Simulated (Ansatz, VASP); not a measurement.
**Ga in VASP and in Ansatz**

```
CELL_PARAMETERS angstrom
1.37372 -3.99948 0.00000
1.37372 3.99948 0.00000
-0.11666 0.00000 3.30758
ATOMIC_POSITIONS crystal
Ga 0.86900 0.13100 0.25000
Ga 0.13100 0.86900 0.75000
```

Change from the starting cell: volume scaled by 0.98, crystal datasets.

Alike in both runs: task electric field gradients; functional PBE; k mesh 14 × 14 × 11; occupations fermi-dirac, width 0.03 eV; no spin polarisation.

|  | VASP | Ansatz |
| --- | --- | --- |
| version | VASP 6.6.1 | Ansatz 0.2.0 |
| potentials or method | VASP PAW PBE potentials, release 64 (Ga_d), cutoff 520 eV | all-electron PAW with datasets made for the crystal, scalar-relativistic |

Ansatz gave:

* pressure (GPa): 3.0
* traceless stress, the component that is largest in VASP (GPa): -0.23
* rms of the force components (eV/Å): 0.114
* size of Vzz on the site where it differs most (V/Å²): 27.4

Estimate VASP's values.

pressure (GPa): 3.1; traceless stress, the component that is largest in VASP (GPa): -0.25; rms of the force components (eV/Å): 0.115; size of Vzz on the site where it differs most (V/Å²): 25.5.

Atom by atom the forces differ by 0.001 eV/Å (rms over components). Ansatz ran all-electron here, and VASP with PAW potentials.
